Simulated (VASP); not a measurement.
Here is a VASP 6.6.1 calculation.

Contents of INCAR:

```
ALGO = Normal ; EDIFF = 1E-7
EDIFFG = -0.03 ; ENCUT = 600
GGA = CA ; GGA_COMPAT = False
IBRION = 2 ; ISIF = 3
ISMEAR = -1 ; LASPH = True
LCHARG = False ; LREAL = False
LWAVE = False ; NELM = 120
NELMIN = 4 ; NSW = 80
PREC = Accurate ; SIGMA = 0.1
```

Contents of KPOINTS:

```
k-points
0
Gamma
  13 13 4
```

Contents of POSCAR:

```
C
1.0
    2.4561701600      0.0000000000      0.0000000000
   -1.2280850800      2.1271057600      0.0000000000
    0.0000000000      0.0000000000      8.5238033600
C
2
Direct
    0.3333333333      0.6666666667      0.0000000000
    0.6666666667      0.3333333333      0.0000000000
```

Potentials or basis: VASP PAW LDA potentials, release 64 (C).

Launch:

```console
$ cat potpaw_LDA.64/C/POTCAR > POTCAR
$ mpirun -np 1 vasp_std > vasp.out
```

Q: Estimate the band gap on the k mesh.

A: 1.57 eV, direct.

Q: Estimate the space group after relaxing (to 0.05 Å).

A: P6/mmm (No. 191).

Q: What does it give for the relaxed cell?

A: a = 2.446 Å, b = 2.446 Å, c = 8.521 Å, α = 90.00°, β = 90.00°, γ = 120.00°.

Final structure:
```xyz
2
Lattice="2.4459 0.0000 0.0000 -1.2230 2.1182 0.0000 0.0000 0.0000 8.5212" Properties=species:S:1:pos:R:3 pbc="T T T"
C     0.0000    1.4122    0.0000
C     1.2230    0.7061    8.5212
```
